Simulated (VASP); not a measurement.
**AlN: relaxation of cell and atoms with LDA**

AlN:

```
Al N
1.0
     3.08876    0.00000    0.00000
    -1.54438    2.67495    0.00000
     0.00000    0.00000    4.94326
Al N
2 2
Direct
  0.33333 0.66667 0.99901
  0.66667 0.33333 0.49901
  0.33333 0.66667 0.38099
  0.66667 0.33333 0.88099
```

- Program: VASP 6.6.1
- Task: relaxation of cell and atoms
- Functional: LDA
- Potentials or basis: VASP PAW LDA potentials, release 64 (Al, N)
- Cutoff: 600 eV
- k mesh: 8 × 8 × 4
- Occupations: gaussian, width 0.01 eV
- Spin: no spin polarisation
- Target pressure: 10 GPa
- Dipole correction: no
- Further INCAR settings: ALGO = Normal; EDIFF = 1e-06; IBRION = 2; EDIFFG = -0.002; NSW = 100; ISIF = 3

```json
{"Relaxed volume": "9.80 Å³/atom", "Relaxed cell": "a = 3.050 Å, b = 3.050 Å, c = 4.865 Å, α = 90.00°, β = 90.00°, γ = 120.00°", "Space group after relaxing (to 0.05 Å)": "P6_3mc (No. 186)", "Energy change on relaxing (the enthalpy is what falls)": "+13.1 meV/atom", "Ionic steps": "9", "Pressure after relaxing": "10.0 GPa", "Band gap on the k mesh": "4.77 eV, direct"}
```

Step by step:
```csv
step,energy change (eV),largest force (eV/Å),pressure (GPa),volume (Å³)
1,0.0000,0.0006,0.51,40.84
2,0.2392,0.0432,23.09,37.37
3,0.0511,0.0187,9.89,39.23
4,0.0531,0.0191,10.09,39.19
5,0.0531,0.0231,10.09,39.19
6,0.0533,0.0263,10.09,39.19
7,0.0515,0.0246,9.88,39.21
8,0.0523,0.0006,9.98,39.20
9,0.0524,0.0003,9.98,39.20
```

Final structure:
```
Al N
1.0
     3.05029    0.00000    0.00000
    -1.52514    2.64163    0.00000
     0.00000    0.00000    4.86501
Al N
2 2
Direct
  0.33333 0.66667 0.99851
  0.66667 0.33333 0.49851
  0.33333 0.66667 0.38149
  0.66667 0.33333 0.88149
```

Levels at points of the mesh, in eV from the valence-band top:
| k point | band 6 | band 7 | band 8 | band 9 | band 10 | band 11 |
| --- | --- | --- | --- | --- | --- | --- |
| (0.00, 0.00, 0.00) | -0.28 | -0.28 | 0.00 | 4.77 | 7.04 | 10.99 |
| (0.50, 0.00, 0.00) | -2.25 | -1.92 | -0.75 | 5.81 | 5.82 | 8.60 |
| (0.00, 0.00, 0.50) | -0.63 | -0.63 | -0.63 | 6.93 | 6.93 | 10.65 |
| (0.50, 0.00, 0.50) | -1.59 | -1.45 | -1.45 | 5.38 | 5.38 | 9.43 |

It took 65 s on 1 thread of Intel(R) Xeon(R) Platinum 8259CL CPU @ 2.50GHz (Skylake/Cascade Lake) (shared host), peak memory 0.16 GiB.

Caveat: the cell is relaxed towards a set pressure, so the enthalpy falls and the energy may rise. Zero-point motion and thermal expansion aren't in these numbers.
